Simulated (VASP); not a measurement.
# Ta6N7 (a cell with a defect) in VASP: single point with PBE

Aim: the single point of Ta6N7 (a cell with a defect) with PBE.

Everything below comes from runs of VASP 6.6.1. Logs are shortened: lines on timing, memory, paths and dates and some standing lists are left out, and cuts for length are marked.

## 1. The cell of the first run

The cell holds a defect, 13 atoms: a = 5.264 Å, b = 5.264 Å, c = 5.844 Å, α = 90.00°, β = 90.00°, γ = 120.00°.

## 2. Single point, PBE

Contents of INCAR:

```
SYSTEM = Ta6N7
ALGO = Normal
EDIFF = 1E-6
ENCUT = 520
GGA = PE
ISIF = 2
ISMEAR = 0
LASPH = .True.
LCHARG = .False.
LREAL = .False.
LWAVE = .False.
NBANDS = 62
NELM = 60
PREC = Accurate
SIGMA = 0.1
```

Contents of KPOINTS:

```
Automatic mesh
0
Gamma
  5 5 4
  0 0 0.5
```

Contents of POSCAR:

```
Ta6N7
1.0
   -2.6317805131      4.5583775631      0.0000000000
   -2.6317805131     -4.5583775631      0.0000000000
    0.0000000000      0.0000000000      5.8436023301
Ta N
6 7
Direct
    0.0030858994      1.0386339501     -0.0098280131
    0.0030859288      1.0386335408      0.5098298672
    0.3323328453      0.6652484450      0.2500009271
    0.3351743544      0.6685864026      0.7500008988
    0.6554874808      0.3134903604      0.2500009271
    0.6620282339      0.3306179944      0.7500008988
    0.4247709722      0.4288537845     -0.0014766576
    0.4247702122      0.4288530245      0.5014785118
   -0.0080851168      0.5393809422     -0.0057473110
   -0.0080850953      0.5393820606      0.5057491652
    0.5940302438      0.9956422153     -0.0057615146
    0.5940304632      0.9956419959      0.5057631976
    0.2055880849      0.9733913112      0.2500007560
```

Potentials or basis: VASP PAW PBE potentials, release 64 (Ta_pv, N).

Launch:

```
$ cat potpaw_PBE.64/Ta_pv/POTCAR potpaw_PBE.64/N/POTCAR > POTCAR
$ mpirun -np 1 vasp_std > vasp.out
```

OUTCAR:

```text
SYSTEM = Ta6N7
   EDIFF = 1E-6
   ENCUT = 520
   GGA = PE
   ISIF = 2
   ISMEAR = 0
   LASPH = .True.
   LREAL = .False.
   NELM = 60
   PREC = Accurate

 ion  position               nearest neighbor table
   1  0.003  0.039  0.990-  13 1.98  11 2.05   7 2.14   9 2.60   9 2.67   2 2.81   2 3.04   4 3.20
                             6 3.21   5 3.22   3 3.24   6 3.32   5 3.35   4 3.36   3 3.42   4 3.50
   2  0.003  0.039  0.510-  13 1.98  12 2.05   8 2.14  10 2.60  10 2.67   1 2.81   1 3.04   4 3.20
                             6 3.21   5 3.22   3 3.24   6 3.32   5 3.35   4 3.36   3 3.42   4 3.50
   3  0.332  0.665  0.250-  13 2.04   7 2.13   8 2.13   9 2.17  10 2.17  12 2.18  11 2.18   4 2.92
                             4 2.92   5 2.95   5 3.08   5 3.09   1 3.24   2 3.24   2 3.42   1 3.42
   4  0.335  0.669  0.750-  11 2.12  12 2.12   7 2.13   8 2.13   9 2.13  10 2.13   3 2.92   3 2.92
                             6 3.02   6 3.03   6 3.07   1 3.20   2 3.20   2 3.36   1 3.36   2 3.50
   5  0.655  0.313  0.250-  13 2.14  11 2.14  12 2.14   9 2.16  10 2.16   7 2.18   8 2.18   6 2.92
                             6 2.92   3 2.95   3 3.08   3 3.09   1 3.22   2 3.22   2 3.35   1 3.35
   6  0.662  0.331  0.750-   9 2.09  10 2.09   7 2.14   8 2.14  11 2.15  12 2.15   5 2.92   5 2.92
                             4 3.02   4 3.03   4 3.07   1 3.21   2 3.21   2 3.32   1 3.32   2 3.52
   7  0.425  0.429  0.999-   4 2.13   3 2.13   6 2.14   1 2.14   5 2.18
   8  0.425  0.429  0.501-   4 2.13   3 2.13   6 2.14   2 2.14   5 2.18
   9  0.992  0.539  0.994-   6 2.09   4 2.13   5 2.16   3 2.17   1 2.60   1 2.67
  10  0.992  0.539  0.506-   6 2.09   4 2.13   5 2.16   3 2.17   2 2.60   2 2.67
  11  0.594  0.996  0.994-   1 2.05   4 2.12   5 2.14   6 2.15   3 2.18
  12  0.594  0.996  0.506-   2 2.05   4 2.12   5 2.14   6 2.15   3 2.18
  13  0.206  0.973  0.250-   1 1.98   2 1.98   3 2.04   5 2.14

  LATTYP: Found a hexagonal cell.
 ALAT       =     5.2635610262
 C/A-ratio  =     1.1101994070

  Lattice vectors:

 A1 = (  -2.6317805131,   4.5583775631,   0.0000000000)
 A2 = (  -2.6317805131,  -4.5583775631,   0.0000000000)
 A3 = (   0.0000000000,   0.0000000000,   5.8436023301)

Analysis of symmetry for initial positions (statically):
=====================================================================
 Subroutine PRICEL returns:
 Original cell was already a primitive cell.

 Routine SETGRP: Setting up the symmetry group for a
 hexagonal supercell.

 Subroutine GETGRP returns: Found  2 space group operations
 (whereof  1 operations were pure point group operations)
 out of a pool of 24 trial point group operations.

The static configuration has the point symmetry C_1 .
 The point group associated with its full space group is C_1h.

Analysis of symmetry for dynamics (positions and initial velocities):
=====================================================================
 Subroutine PRICEL returns:
 Original cell was already a primitive cell.

 Routine SETGRP: Setting up the symmetry group for a
 hexagonal supercell.

 Subroutine GETGRP returns: Found  2 space group operations
 (whereof  1 operations were pure point group operations)
 out of a pool of 24 trial point group operations.

The dynamic configuration has the point symmetry C_1 .
 The point group associated with its full space group is C_1h.

 Subroutine INISYM returns: Found  2 space group operations
 (whereof  1 operations are pure point group operations),
 and found     1 'primitive' translations

----------------------------------------------------------------------------------------

                                     Primitive cell

  volume of cell :     140.2073

  direct lattice vectors                    reciprocal lattice vectors
    -2.631780513  4.558377563  0.000000000    -0.189985448  0.109688150  0.000000000
    -2.631780513 -4.558377563  0.000000000    -0.189985448 -0.109688150  0.000000000
     0.000000000  0.000000000  5.843602330     0.000000000  0.000000000  0.171127319

  length of vectors
     5.263561026  5.263561026  5.843602330     0.219376299  0.219376299  0.171127319

  position of ions in fractional coordinates (direct lattice)
     0.003085899  0.038633950  0.990171987
     0.003085929  0.038633541  0.509829867
     0.332332845  0.665248445  0.250000927
     0.335174354  0.668586403  0.750000899
     0.655487481  0.313490360  0.250000927
     0.662028234  0.330617994  0.750000899
     0.424770972  0.428853784  0.998523342
     0.424770212  0.428853025  0.501478512
     0.991914883  0.539380942  0.994252689
     0.991914905  0.539382061  0.505749165
     0.594030244  0.995642215  0.994238485
     0.594030463  0.995641996  0.505763198
     0.205588085  0.973391311  0.250000756

  ion indices of the primitive-cell ions
   primitive index   ion index
                 1           1
                 2           2
                 3           3
                 4           4
                 5           5
                 6           6
                 7           7
                 8           8
                 9           9
                10          10
                11          11
                12          12
                13          13

----------------------------------------------------------------------------------------

 KPOINTS: Automatic mesh

Automatic generation of k-mesh.
 Grid dimensions read from file:
 generate k-points for:    5    5    4

 Generating k-lattice:

  Cartesian coordinates                     Fractional coordinates (reciprocal lattice)
    -0.037997090  0.021937630  0.000000000     0.200000000  0.000000000  0.000000000
    -0.037997090 -0.021937630  0.000000000     0.000000000  0.200000000  0.000000000
     0.000000000  0.000000000  0.042781830     0.000000000  0.000000000  0.250000000

  Length of vectors
     0.043875260  0.043875260  0.042781830

  Shift w.r.t. Gamma in fractional coordinates (k-lattice)
     0.000000000  0.000000000  0.500000000

 Subroutine IBZKPT returns following result:
 ===========================================

 Found     26 irreducible k-points:

 Following reciprocal coordinates:
            Coordinates               Weight
  0.000000  0.000000  0.125000      2.000000
  0.200000  0.000000  0.125000      4.000000
  0.000000  0.200000  0.125000      4.000000
 -0.200000  0.200000  0.125000      4.000000
  0.400000  0.000000  0.125000      4.000000
  0.000000  0.400000  0.125000      4.000000
[... 16 lines left out ...]
 -0.400000  0.200000  0.375000      4.000000
  0.400000  0.200000  0.375000      4.000000
 [... further k-points ...]
   k-points           NKPTS =     26   k-points in BZ     NKDIM =     26   number of bands    NBANDS=     62
   number of dos      NEDOS =    301   number of ions     NIONS =     13
   total plane-waves  NPLWV =  76800
   dimension x,y,z NGX =    40 NGY =   40 NGZ =   48
   dimension x,y,z NGXF=    80 NGYF=   80 NGZF=   96
   ions per type =               6   7
   NGX,Y,Z   is equivalent  to a cutoff of  12.63, 12.63, 13.66 a.u.
   NGXF,Y,Z  is equivalent  to a cutoff of  25.27, 25.27, 27.31 a.u.
 SYSTEM =  Ta6N7
   PREC   = accura    normal or accurate (medium, high low for compatibility)
   ISTART =      0    job   : 0-new  1-cont  2-samecut
   ICHARG =      2    charge: 1-file 2-atom 10-const
   ISPIN  =      1    spin polarized calculation?
   LNONCOLLINEAR =      F non collinear calculations
   LSORBIT =      F    spin-orbit coupling
   LASPH  =      T    aspherical Exc in radial PAW
   ENCUT  =  520.0 eV  38.22 Ry    6.18 a.u.   9.79  9.79 10.87*2*pi/ulx,y,z
   NELM   =     60;   NELMIN=  2; NELMDL= -5     # of ELM steps
   EDIFF  = 0.1E-05   stopping-criterion for ELM
   LREAL  =      F    real-space projection
   EDIFFG = 0.1E-04   stopping-criterion for IOM
   NSW    =      0    number of steps for IOM
   IBRION =     -1    ionic relax: 0-MD 1-quasi-New 2-CG
   NFREE  =      0    steps in history (QN), initial steepest desc. (CG)
   ISIF   =      2    stress and relaxation
   ISYM   =      2    0-nonsym 1-usesym 2-fastsym
   POTIM  = 0.5000    time-step for ionic-motion
   TEBEG  =    0.0;   TEEND  =   0.0 temperature during run
   PSTRESS=    0.0 pullay stress
   NELECT =     101.0000    total number of electrons
   NUPDOWN=      -1.0000    fix difference up-down
   EMIN   =  10.00;   EMAX   =-10.00  energy-range for DOS
   EFERMI =   0.00;   METHOD = LEGACY
   ISMEAR =     0;   SIGMA  =   0.10  broadening in eV -4-tet -1-fermi 0-gaus
   EFERMI_NEDOS =   21; number of points for ismear=-14 and -15
   IALGO  =     38    algorithm
   IMIX   =      4    mixing-type and parameters
     AMIX     =   0.40;   BMIX     =  1.00
     AMIX_MAG =   1.60;   BMIX_MAG =  1.00
  volume/ion in A,a.u.               =      10.79        72.78
  Fermi-wavevector in a.u.,A,eV,Ry     =   1.467546  2.773260 29.302752  2.153692
  Thomas-Fermi vector in A             =   2.583151
   LORBIT       =      0    0 simple, 1 ext, 2 COOP (PROOUT), +10 PAW based schemes
   GGA     = PE    functional components
   LHFCALC =     F    Hartree Fock is set to
   AEXX    =    0.0000 exact exchange contribution
   IVDW    =     0    specifies the selected vdW correction
   LEPSILON=     F    determine dielectric tensor
   LRPA    =     F    only Hartree local field effects (RPA)
 non-spin polarized calculation
 Gauss-broadening in eV      SIGMA  =   0.10
  energy-cutoff  :      520.00
  volume of cell :      140.21
 maximum number of plane-waves:      3786
   NGX = 19   NGY = 19   NGZ = 21

 number of electron     101.0000007 magnetization

 Free energy of the ion-electron system (eV)
  ---------------------------------------------------
  ext. energy  EPLUGINS =         0.00000000
  ---------------------------------------------------
  free energy    TOTEN  =      -140.57806648 eV

  energy without entropy =     -140.56099138  energy(sigma->0) =     -140.56952893

 E-fermi :   8.0012     XC(G=0): -13.0762

 val. band max:        7.9821768428   @ k =   0.2000   0.0000   0.3750
 cond. band min:       8.0089341115   @ k =   0.2000   0.2000   0.1250
 fundamental gap:      0.0267572686
 Fermi energy:         8.0012496426

 k-point     1 :       0.0000    0.0000    0.1250
  band No.  band energies     occupation
      1     -28.1663      2.00000
      2     -27.9733      2.00000
      3     -27.9500      2.00000
      4     -27.8759      2.00000
      5     -27.7716      2.00000
      6     -27.7365      2.00000
[... 54 lines left out ...]
     61      10.8131      0.00000
     62      11.1723      0.00000

 k-point     2 :       0.2000    0.0000    0.1250
  band No.  band energies     occupation
      1     -28.1591      2.00000
      2     -27.9883      2.00000
      3     -27.9665      2.00000
      4     -27.8658      2.00000
      5     -27.7778      2.00000
      6     -27.7178      2.00000
[... 54 lines left out ...]
     61      11.1734      0.00000
     62      11.4371      0.00000

 k-point     3 :       0.0000    0.2000    0.1250
  band No.  band energies     occupation
      1     -28.1556      2.00000
      2     -27.9903      2.00000
      3     -27.9328      2.00000
      4     -27.9041      2.00000
      5     -27.7576      2.00000
      6     -27.7404      2.00000
[... 1354 lines left out ...]
     61      11.2023      0.00000
     62      11.3062      0.00000

 k-point    24 :       0.4000    0.2000    0.3750
  band No.  band energies     occupation
      1     -27.9414      2.00000
      2     -27.9245      2.00000
      3     -27.8577      2.00000
      4     -27.8335      2.00000
      5     -27.7600      2.00000
      6     -27.6654      2.00000
[... 54 lines left out ...]
     61      11.2897      0.00000
     62      11.5204      0.00000

 [... further k-points ...]
[... 5 lines left out ...]
  --------------------------------------------------------------------------------------
  -------------------------------------------------------------------------------------
  Total       10.1285330     11.0437706     14.7600764      0.6429127      0.0000000      0.0000000
  in kB      115.7408106    126.1994166    168.6664006      7.3466943      0.0000000      0.0000000
  external PRESSURE =     136.8688759 kB  Pullay stress =       0.0000000 kB

 VOLUME and BASIS-vectors are now :
 -----------------------------------------------------------------------------
  energy-cutoff  :      520.00
  volume of cell :      140.21
      direct lattice vectors                 reciprocal lattice vectors
    -2.631780513  4.558377563  0.000000000    -0.189985448  0.109688150  0.000000000
    -2.631780513 -4.558377563  0.000000000    -0.189985448 -0.109688150  0.000000000
     0.000000000  0.000000000  5.843602330     0.000000000  0.000000000  0.171127319

 POSITION                                       TOTAL-FORCE (eV/Angst)
 -----------------------------------------------------------------------------------
     -0.10980     -0.16204      5.78617         0.419976      0.714950     -0.018646
     -0.10980     -0.16204      2.97924         0.419976      0.714950      0.018646
     -2.62542     -1.51756      1.46091         0.113748      0.175327      0.000000
     -2.64168     -1.51982      4.38271         0.104333     -0.026748      0.000000
     -2.55014      1.55895      1.46091        -0.125564     -0.006549      0.000000
     -2.61243      1.51069      4.38271         0.096179      0.134262      0.000000
     -2.24655     -0.01861      5.83497         0.728650     -0.100998     -0.153298
     -2.24655     -0.01861      2.93044         0.728650     -0.100998      0.153298
     -4.03003      2.06282      5.81002        -0.623774     -1.348012     -0.125107
     -4.03004      2.06282      2.95540        -0.623774     -1.348012      0.125107
     -4.18367     -1.83070      5.80993        -0.183040      0.409930      0.021190
     -4.18367     -1.83070      2.95548        -0.183040      0.409930     -0.021190
     -3.10282     -3.49994      1.46091        -0.872319      0.371970      0.000000
 -----------------------------------------------------------------------------------
    total drift:                               -0.000120      0.000257      0.001024

  FREE ENERGIE OF THE ION-ELECTRON SYSTEM (eV)
  ---------------------------------------------------
  free  energy   TOTEN  =      -140.5780664813 eV

  energy  without entropy=     -140.5609913804  energy(sigma->0) =     -140.56952893
```

Wall time 4.5 min (1 thread of Intel Xeon 6975P-C, shared host); peak memory 0.35 GiB.

Results:

* Free energy: -140.5781 eV
* Pressure: 13.7 GPa
* Largest force: 1.491 eV/Å

Forces in eV/Å, atoms in the order of the input:
```
Ta   0.420  0.715 -0.019
Ta   0.420  0.715  0.019
Ta   0.114  0.175  0.000
Ta   0.104 -0.027  0.000
Ta  -0.126 -0.007  0.000
Ta   0.096  0.134  0.000
N    0.729 -0.101 -0.153
N    0.729 -0.101  0.153
N   -0.624 -1.348 -0.125
N   -0.624 -1.348  0.125
N   -0.183  0.410  0.021
N   -0.183  0.410 -0.021
N   -0.872  0.372  0.000
```

Caveat: spin-orbit coupling is left out, which moves the levels of the heavy elements.
